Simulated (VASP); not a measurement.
# CdTe (I-4m2) in VASP: a series of runs

CdTe is run at these levels: r2SCAN; tasks: single point.

Everything below comes from runs of VASP 6.6.1. Logs are shortened: lines on timing, memory, paths and dates and some standing lists are left out, and cuts for length are marked.

**1. The cell of the first run**

Symmetry: I-4m2, No. 119, tetragonal system. The conventional cell has a = 4.636 Å, b = 4.636 Å, c = 6.228 Å, α = 90.00°, β = 90.00°, γ = 90.00°. Cd (site symmetry -4m2) has 4 Te at 2.79 Å within 3.7 Å. Within 3.7 Å of Te (site symmetry -4m2) lie 4 Cd at 2.79 Å.

**2. Single point, r2SCAN (strain -0.0500 x Voigt [0, 1, 0, 0, 0, 0])**

The input, POSCAR:

```
CdTe
1.0
    0.0000000000      3.1140017927      3.2778966239
    3.2778966239      0.0000000000      3.2778966239
    3.2778966239      3.1140017927      0.0000000000
Cd Te
1 1
Direct
    0.0000000000      0.0000000000      0.0000000000
    0.7500000000      0.7500000000      0.7500000000
```

The input, INCAR.step1:

```
SYSTEM = CdTe
PREC = Accurate
ENCUT = 520
ISMEAR = 0
SIGMA = 0.05
LREAL = .False.
LASPH = .True.
NELM = 80
NBANDS = 16
GGA = PE
ALGO = Normal
EDIFF = 1E-4
LWAVE = .True.
LCHARG = .False.
```

The input, INCAR.step2:

```
SYSTEM = CdTe
PREC = Accurate
ENCUT = 520
EDIFF = 1E-7
ISMEAR = 0
SIGMA = 0.05
LREAL = .False.
LASPH = .True.
NELM = 80
ALGO = Normal
ISIF = 2
LWAVE = .False.
LCHARG = .False.
METAGGA = R2SCAN
LMIXTAU = .True.
NBANDS = 16
ISTART = 1
```

The input, KPOINTS:

```
regular mesh
0
Gamma
  8 8 8
  0 0 0
```

Potentials or basis: VASP PAW PBE potentials, release 64 (Cd, Te).

On the command line:

```sh
$ cat potpaw_PBE.64/Cd/POTCAR potpaw_PBE.64/Te/POTCAR > POTCAR
$ cp INCAR.step1 INCAR
$ mpirun -np 1 vasp_std > vasp.out
$ cp INCAR.step2 INCAR
$ mpirun -np 1 vasp_std > vasp.out
```

OUTCAR:

```text
SYSTEM = CdTe
   PREC = Accurate
   ENCUT = 520
   EDIFF = 1E-7
   ISMEAR = 0
   LREAL = .False.
   LASPH = .True.
   NELM = 80
   ISIF = 2
   METAGGA = R2SCAN
   ISTART = 1

 ion  position               nearest neighbor table
   1  0.000  0.000  0.000-   2 2.79   2 2.79   2 2.79   2 2.79
   2  0.750  0.750  0.750-   1 2.79   1 2.79   1 2.79   1 2.79

  LATTYP: Found a body centered tetragonal cell.
 ALAT       =     4.6356458616
 C/A-ratio  =     1.3435028843

  Lattice vectors:

 A1 = (   0.0000000000,  -3.1140017927,   3.2778966239)
 A2 = (   0.0000000000,  -3.1140017927,  -3.2778966239)
 A3 = (   3.2778966239,   3.1140017927,   0.0000000000)

Analysis of symmetry for initial positions (statically):
=====================================================================
 Subroutine PRICEL returns:
 Original cell was already a primitive cell.

 Routine SETGRP: Setting up the symmetry group for a
 body centered tetragonal supercell.

 Subroutine GETGRP returns: Found  8 space group operations
 (whereof  8 operations were pure point group operations)
 out of a pool of 16 trial point group operations.

The static configuration has the point symmetry D_2d.

Analysis of symmetry for dynamics (positions and initial velocities):
=====================================================================
 Subroutine PRICEL returns:
 Original cell was already a primitive cell.

 Routine SETGRP: Setting up the symmetry group for a
 body centered tetragonal supercell.

 Subroutine GETGRP returns: Found  8 space group operations
 (whereof  8 operations were pure point group operations)
 out of a pool of 16 trial point group operations.

The dynamic configuration has the point symmetry D_2d.

 Subroutine INISYM returns: Found  8 space group operations
 (whereof  8 operations are pure point group operations),
 and found     1 'primitive' translations

----------------------------------------------------------------------------------------

                                     Primitive cell

  volume of cell :      66.9174

  direct lattice vectors                    reciprocal lattice vectors
     0.000000000  3.114001793  3.277896624    -0.152536842  0.160565097  0.152536842
     3.277896624  0.000000000  3.277896624     0.152536842 -0.160565097  0.152536842
     3.277896624  3.114001793  0.000000000     0.152536842  0.160565097 -0.152536842

  length of vectors
     4.521240255  4.635645862  4.521240255     0.268916580  0.268916580  0.268916580

  position of ions in fractional coordinates (direct lattice)
     0.000000000  0.000000000  0.000000000
     0.750000000  0.750000000  0.750000000

  ion indices of the primitive-cell ions
   primitive index   ion index
                 1           1
                 2           2

----------------------------------------------------------------------------------------

 KPOINTS: regular mesh

Automatic generation of k-mesh.
 Grid dimensions read from file:
 generate k-points for:    8    8    8

 Generating k-lattice:

  Cartesian coordinates                     Fractional coordinates (reciprocal lattice)
    -0.019067105  0.020070637  0.019067105     0.125000000  0.000000000  0.000000000
     0.019067105 -0.020070637  0.019067105    -0.000000000  0.125000000 -0.000000000
     0.019067105  0.020070637 -0.019067105     0.000000000  0.000000000  0.125000000

  Length of vectors
     0.033614572  0.033614572  0.033614572

  Shift w.r.t. Gamma in fractional coordinates (k-lattice)
     0.000000000  0.000000000  0.000000000

 Subroutine IBZKPT returns following result:
 ===========================================

 Found     59 irreducible k-points:

 Following reciprocal coordinates:
            Coordinates               Weight
  0.000000  0.000000  0.000000      1.000000
  0.125000  0.000000  0.000000      8.000000
  0.250000  0.000000  0.000000      8.000000
  0.375000  0.000000  0.000000      8.000000
  0.500000  0.000000  0.000000      4.000000
  0.125000  0.125000  0.000000      4.000000
[... 16 lines left out ...]
  0.250000  0.000000  0.125000      8.000000
  0.375000  0.000000  0.125000      8.000000
 [... further k-points ...]
   k-points           NKPTS =     59   k-points in BZ     NKDIM =     59   number of bands    NBANDS=     16
   number of dos      NEDOS =    301   number of ions     NIONS =      2
   total plane-waves  NPLWV =  46656
   dimension x,y,z NGX =    36 NGY =   36 NGZ =   36
   dimension x,y,z NGXF=    72 NGYF=   72 NGZF=   72
   ions per type =               1   1
   NGX,Y,Z   is equivalent  to a cutoff of  13.24, 12.91, 13.24 a.u.
   NGXF,Y,Z  is equivalent  to a cutoff of  26.47, 25.82, 26.47 a.u.
 SYSTEM =  CdTe
   PREC   = accura    normal or accurate (medium, high low for compatibility)
   ISTART =      1    job   : 0-new  1-cont  2-samecut
   ICHARG =      0    charge: 1-file 2-atom 10-const
   ISPIN  =      1    spin polarized calculation?
   LNONCOLLINEAR =      F non collinear calculations
   LSORBIT =      F    spin-orbit coupling
   LASPH  =      T    aspherical Exc in radial PAW
   ENCUT  =  520.0 eV  38.22 Ry    6.18 a.u.   8.41  8.62  8.41*2*pi/ulx,y,z
   NELM   =     80;   NELMIN=  2; NELMDL=  0     # of ELM steps
   EDIFF  = 0.1E-06   stopping-criterion for ELM
   LREAL  =      F    real-space projection
   EDIFFG = 0.1E-05   stopping-criterion for IOM
   NSW    =      0    number of steps for IOM
   IBRION =     -1    ionic relax: 0-MD 1-quasi-New 2-CG
   NFREE  =      0    steps in history (QN), initial steepest desc. (CG)
   ISIF   =      2    stress and relaxation
   ISYM   =      2    0-nonsym 1-usesym 2-fastsym
   POTIM  = 0.5000    time-step for ionic-motion
   TEBEG  =    0.0;   TEEND  =   0.0 temperature during run
   PSTRESS=    0.0 pullay stress
   NELECT =      18.0000    total number of electrons
   NUPDOWN=      -1.0000    fix difference up-down
   EMIN   =  10.00;   EMAX   =-10.00  energy-range for DOS
   EFERMI =   0.00;   METHOD = LEGACY
   ISMEAR =     0;   SIGMA  =   0.05  broadening in eV -4-tet -1-fermi 0-gaus
   EFERMI_NEDOS =   21; number of points for ismear=-14 and -15
   IALGO  =     38    algorithm
   IMIX   =      4    mixing-type and parameters
     AMIX     =   0.40;   BMIX     =  1.00
     AMIX_MAG =   1.60;   BMIX_MAG =  1.00
  volume/ion in A,a.u.               =      33.46       225.79
  Fermi-wavevector in a.u.,A,eV,Ry     =   1.056783  1.997031 15.194859  1.116791
  Thomas-Fermi vector in A             =   2.192032
   LORBIT       =      0    0 simple, 1 ext, 2 COOP (PROOUT), +10 PAW based schemes
   METAGGA = R2SCAN    functional components
   LHFCALC =     F    Hartree Fock is set to
   AEXX    =    0.0000 exact exchange contribution
   IVDW    =     0    specifies the selected vdW correction
   LEPSILON=     F    determine dielectric tensor
   LRPA    =     F    only Hartree local field effects (RPA)
 non-spin polarized calculation
 Gauss-broadening in eV      SIGMA  =   0.05
  energy-cutoff  :      520.00
  volume of cell :       66.92
 maximum number of plane-waves:      1835
 NGX is ok and might be reduce to    36
   NGX = 17   NGY = 17   NGZ = 17

 number of electron      17.9999996 magnetization

 Free energy of the ion-electron system (eV)
  ---------------------------------------------------
  ext. energy  EPLUGINS =         0.00000000
  ---------------------------------------------------
  free energy    TOTEN  =       -46.61231652 eV

  energy without entropy =      -46.61231652  energy(sigma->0) =      -46.61231652

 E-fermi :   2.6029     XC(G=0):  -9.1849

 val. band max:        2.3597170817   @ k =   0.0000   0.0000   0.0000
 cond. band min:       3.5763198513   @ k =   0.0000   0.0000   0.0000
 fundamental gap:      1.2166027696
 Fermi energy:         2.6028593072

 k-point     1 :       0.0000    0.0000    0.0000
  band No.  band energies     occupation
      1      -9.3695      2.00000
      2      -6.3653      2.00000
      3      -6.3653      2.00000
      4      -6.3533      2.00000
      5      -6.0685      2.00000
      6      -6.0604      2.00000
[... 8 lines left out ...]
     15      11.7559      0.00000
     16      12.3740      0.00000

 k-point     2 :       0.1250    0.0000    0.0000
  band No.  band energies     occupation
      1      -9.3063      2.00000
      2      -6.3532      2.00000
      3      -6.3460      2.00000
      4      -6.3104      2.00000
      5      -6.0685      2.00000
      6      -6.0619      2.00000
[... 8 lines left out ...]
     15      11.1313      0.00000
     16      11.5533      0.00000

 k-point     3 :       0.2500    0.0000    0.0000
  band No.  band energies     occupation
      1      -9.1534      2.00000
      2      -6.3265      2.00000
      3      -6.3168      2.00000
      4      -6.1457      2.00000
      5      -6.0649      2.00000
      6      -6.0606      2.00000
[... 8 lines left out ...]
     15      11.1026      0.00000
     16      11.4401      0.00000

 k-point     4 :       0.3750    0.0000    0.0000
  band No.  band energies     occupation
      1      -9.0024      2.00000
      2      -6.3047      2.00000
      3      -6.2917      2.00000
      4      -6.0650      2.00000
      5      -6.0555      2.00000
      6      -5.8569      2.00000
[... 8 lines left out ...]
     15      12.0382      0.00000
     16      12.1473      0.00000

 k-point     5 :       0.5000    0.0000    0.0000
  band No.  band energies     occupation
      1      -8.9414      2.00000
      2      -6.2974      2.00000
      3      -6.2827      2.00000
      4      -6.0615      2.00000
      5      -6.0495      2.00000
      6      -5.6773      2.00000
[... 8 lines left out ...]
     15      13.0059      0.00000
     16      13.3919      0.00000

 k-point     6 :       0.1250    0.1250    0.0000
  band No.  band energies     occupation
      1      -9.2874      2.00000
      2      -6.3428      2.00000
      3      -6.3277      2.00000
      4      -6.3147      2.00000
      5      -6.0743      2.00000
      6      -6.0577      2.00000
[... 8 lines left out ...]
     15      11.3103      0.00000
     16      12.2915      0.00000

 k-point     7 :       0.2500    0.1250    0.0000
  band No.  band energies     occupation
      1      -9.1660      2.00000
      2      -6.3210      2.00000
      3      -6.3025      2.00000
      4      -6.1936      2.00000
      5      -6.0743      2.00000
      6      -6.0528      2.00000
[... 8 lines left out ...]
     15      11.8865      0.00000
     16      12.3888      0.00000

 k-point     8 :       0.3750    0.1250    0.0000
  band No.  band energies     occupation
      1      -9.0150      2.00000
      2      -6.2999      2.00000
      3      -6.2764      2.00000
      4      -6.0855      2.00000
      5      -6.0557      2.00000
      6      -5.9161      2.00000
[... 8 lines left out ...]
     15      11.9349      0.00000
     16      12.6649      0.00000

 k-point     9 :       0.5000    0.1250    0.0000
  band No.  band energies     occupation
      1      -8.9242      2.00000
      2      -6.2884      2.00000
      3      -6.2659      2.00000
      4      -6.0688      2.00000
      5      -6.0554      2.00000
      6      -5.6672      2.00000
[... 8 lines left out ...]
     15      12.6737      0.00000
     16      13.1757      0.00000
[... 172 lines left out ...]
 k-point    19 :       0.5000    0.3750   -0.0000
  band No.  band energies     occupation
      1      -8.8374      2.00000
      2      -6.2201      2.00000
      3      -6.1862      2.00000
      4      -6.1439      2.00000
      5      -6.0400      2.00000
      6      -5.5815      2.00000
[... 8 lines left out ...]
     15      13.5349      0.00000
     16      14.5194      0.00000

 k-point    20 :      -0.3750    0.3750   -0.0000
  band No.  band energies     occupation
      1      -8.8283      2.00000
      2      -6.2399      2.00000
      3      -6.2006      2.00000
      4      -6.1109      2.00000
      5      -6.0523      2.00000
      6      -5.4884      2.00000
[... 8 lines left out ...]
     15      12.5521      0.00000
     16      15.2308      0.00000

 k-point    21 :       0.5000    0.5000    0.0000
  band No.  band energies     occupation
      1      -8.8187      2.00000
      2      -6.1967      2.00000
      3      -6.1738      2.00000
      4      -6.1617      2.00000
      5      -6.0340      2.00000
      6      -5.5526      2.00000
[... 8 lines left out ...]
     15      13.4860      0.00000
     16      14.4015      0.00000

 k-point    22 :       0.1250    0.0000    0.1250
  band No.  band energies     occupation
      1      -9.2815      2.00000
      2      -6.3412      2.00000
      3      -6.3412      2.00000
      4      -6.3036      2.00000
      5      -6.0642      2.00000
      6      -6.0624      2.00000
[... 8 lines left out ...]
     15      11.5859      0.00000
     16      11.9155      0.00000

 k-point    23 :       0.2500    0.0000    0.1250
  band No.  band energies     occupation
      1      -9.1565      2.00000
      2      -6.3167      2.00000
      3      -6.3127      2.00000
      4      -6.1963      2.00000
      5      -6.0561      2.00000
      6      -6.0514      2.00000
[... 8 lines left out ...]
     15      11.9019      0.00000
     16      12.1717      0.00000

 k-point    24 :       0.3750    0.0000    0.1250
  band No.  band energies     occupation
      1      -9.0067      2.00000
      2      -6.2909      2.00000
      3      -6.2881      2.00000
      4      -6.1030      2.00000
      5      -6.0488      2.00000
      6      -5.8863      2.00000
[... 8 lines left out ...]
     15      12.1230      0.00000
     16      12.7114      0.00000

 [... further k-points ...]

------------------------ aborting loop because EDIFF is reached ----------------------------------------

  FORCE on cell =-STRESS in cart. coord.  units (eV):
  Direction    XX          YY          ZZ          XY          YZ          ZX
  --------------------------------------------------------------------------------------
  -------------------------------------------------------------------------------------
  Total        0.9283721      1.2077128      0.9283721      0.0000000      0.0000000      0.0000000
  in kB       22.2276382     28.9157783     22.2276382      0.0000000      0.0000000      0.0000000
  external PRESSURE =      24.4570182 kB  Pullay stress =       0.0000000 kB

 VOLUME and BASIS-vectors are now :
 -----------------------------------------------------------------------------
  energy-cutoff  :      520.00
  volume of cell :       66.92
      direct lattice vectors                 reciprocal lattice vectors
     0.000000000  3.114001793  3.277896624    -0.152536842  0.160565097  0.152536842
     3.277896624  0.000000000  3.277896624     0.152536842 -0.160565097  0.152536842
     3.277896624  3.114001793  0.000000000     0.152536842  0.160565097 -0.152536842

 POSITION                                       TOTAL-FORCE (eV/Angst)
 -----------------------------------------------------------------------------------
      0.00000      0.00000      0.00000        -0.000000     -0.000000     -0.000000
      4.91684      4.67100      4.91684         0.000000      0.000000      0.000000
 -----------------------------------------------------------------------------------
    total drift:                                0.000002      0.000002      0.000002

  FREE ENERGIE OF THE ION-ELECTRON SYSTEM (eV)
  ---------------------------------------------------
  free  energy   TOTEN  =       -46.6123165236 eV

  energy  without entropy=      -46.6123165236  energy(sigma->0) =      -46.61231652
```

It took 6.1 min on 1 thread of Intel Xeon 8259CL, shared host; peak memory 0.26 GiB.

What came out:

| Quantity | Value |
| --- | --- |
| Free energy | -46.6123 eV |
| Pressure | 2.4 GPa |
| Band gap on the k mesh | 1.22 eV |

Levels at points of the mesh, in eV from the valence-band top:
```
           k point  band 7  band 8  band 9  band 10  band 11  band 12
(0.00, 0.00, 0.00)   -0.16   -0.16    0.00     1.22     4.92     4.93
(0.50, 0.00, 0.00)   -4.70   -1.04   -0.79     2.13     5.32     5.67
(0.50, 0.50, 0.00)   -4.62   -2.03   -1.95     2.82     3.02     9.30
(0.50, 0.00, 0.50)   -4.36   -2.22   -2.22     2.60     2.61     9.72
```

Caveat: the cell differs from its parent crystal (strain -0.0500 x Voigt [0, 1, 0, 0, 0, 0]); the PAW data sets were made with another functional, which shifts forces and pressure a little; spin-orbit coupling is left out, which moves the levels of the heavy elements.

**3. Single point, r2SCAN (strain +0.0750 x Voigt [0, 1, 0, 0, 0, 0])**

The input, POSCAR:

```
CdTe
1.0
    0.0000000000      3.5237388707      3.2778966239
    3.2778966239      0.0000000000      3.2778966239
    3.2778966239      3.5237388707      0.0000000000
Cd Te
1 1
Direct
    0.0000000000      0.0000000000      0.0000000000
    0.7500000000      0.7500000000      0.7500000000
```

The input, INCAR.step1:

```
PREC = Accurate
ENCUT = 520
ISMEAR = 0
SIGMA = 0.05
LREAL = False
LASPH = True
NELM = 100
NBANDS = 16
GGA = PE
ALGO = Normal
EDIFF = 1E-4
LWAVE = True
LCHARG = False
```

The input, INCAR.step2:

```
PREC = Accurate
ENCUT = 520
EDIFF = 1E-7
ISMEAR = 0
SIGMA = 0.05
LREAL = False
LASPH = True
NELM = 100
ALGO = Normal
ISIF = 2
LWAVE = False
LCHARG = True
METAGGA = R2SCAN
LMIXTAU = True
LELF = True
LVHAR = True
NBANDS = 16
ISTART = 1
```

The input, KPOINTS:

```
regular mesh
0
Gamma
  8 8 8
```

Potentials or basis: VASP PAW PBE potentials, release 64 (Cd, Te).

On the command line:

```sh
$ cat potpaw_PBE.64/Cd/POTCAR potpaw_PBE.64/Te/POTCAR > POTCAR
$ cp INCAR.step1 INCAR
$ mpirun -np 1 vasp_std > vasp.out
$ cp INCAR.step2 INCAR
$ mpirun -np 1 vasp_std > vasp.out
```

Run time: 7.1 min. Hardware: 1 thread of Intel Xeon 8259CL, shared host; peak memory 0.27 GiB.

It converged, with:

```yaml
Free_energy: -46.5891 eV
Pressure: -2.4 GPa
Band_gap_on_the_k_mesh: 0.83 eV
```

Stress tensor (GPa, compression positive):
```
-1.92  0.00  0.00
 0.00 -3.44  0.00
 0.00  0.00 -1.92
```

Levels at points of the mesh, in eV from the valence-band top:
| k point | band 6 | band 7 | band 8 | band 9 | band 10 | band 11 | band 12 | band 13 |
| --- | --- | --- | --- | --- | --- | --- | --- | --- |
| (0.00, 0.00, 0.00) | -8.13 | -0.25 | 0.00 | 0.00 | 0.83 | 5.02 | 5.02 | 5.06 |
| (0.50, 0.00, 0.00) | -7.84 | -3.98 | -0.89 | -0.55 | 1.98 | 5.40 | 5.74 | 7.20 |
| (0.50, 0.50, 0.00) | -7.69 | -3.81 | -1.77 | -1.68 | 2.71 | 2.93 | 8.80 | 8.87 |
| (0.50, 0.00, 0.50) | -7.79 | -4.13 | -1.44 | -1.44 | 3.19 | 3.24 | 8.42 | 9.17 |

Caveat: the cell differs from its parent crystal (strain +0.0750 x Voigt [0, 1, 0, 0, 0, 0]); the PAW data sets were made with another functional, which shifts forces and pressure a little; spin-orbit coupling is left out, which moves the levels of the heavy elements.
